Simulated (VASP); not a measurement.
Crystal: Ga.

```
CELL_PARAMETERS angstrom
0.00000 2.69500 2.69500
2.69500 0.00000 2.69500
2.69500 2.69500 0.00000
ATOMIC_POSITIONS crystal
Ga 0.00000 0.00000 0.00000
Ga 0.25000 0.25000 0.25000
```

This isn't the form of Ga at room conditions, which is orthorhombic.

| Property | Result |
| --- | --- |
| Program | VASP 6.6.1 |
| Task | relaxation of cell and atoms |
| Functional | PBE |
| Potentials or basis | VASP PAW PBE potentials, release 64 (Ga_d) |
| Cutoff | 500 eV |
| k mesh | 8 × 8 × 8 |
| Occupations | methfessel-paxton, width 0.05 eV |
| Spin | no spin polarisation |

At the start: pressure 18.0 GPa; volume 19.57 Å³/atom.

Problem. How do energy, volume and symmetry change on relaxing?

Solution. Over 4 steps the energy falls by 250.3 meV/atom and the volume is 25.23 Å³/atom (+28.9 %); space group Fd-3m (No. 227, to 0.1 Å) before and after.

Step by step:
```
step  energy change (eV)  largest force (eV/Å)  pressure (GPa)  volume (Å³)
   1              0.0000                0.0000           18.04        39.15
   2             -0.4859                0.0000           -1.68        53.01
   3             -0.5005                0.0000            0.15        50.23
   4             -0.5006                0.0000           -0.04        50.47
```

Final structure:
```
Ga
1.0
     0.00000    2.93307    2.93307
     2.93307    0.00000    2.93307
     2.93307    2.93307    0.00000
Ga
2
Direct
  0.00000 0.00000 0.00000
  0.25000 0.25000 0.25000
```

Caveat: the volume moved by over 15 % at a fixed basis, so the end points are rough.
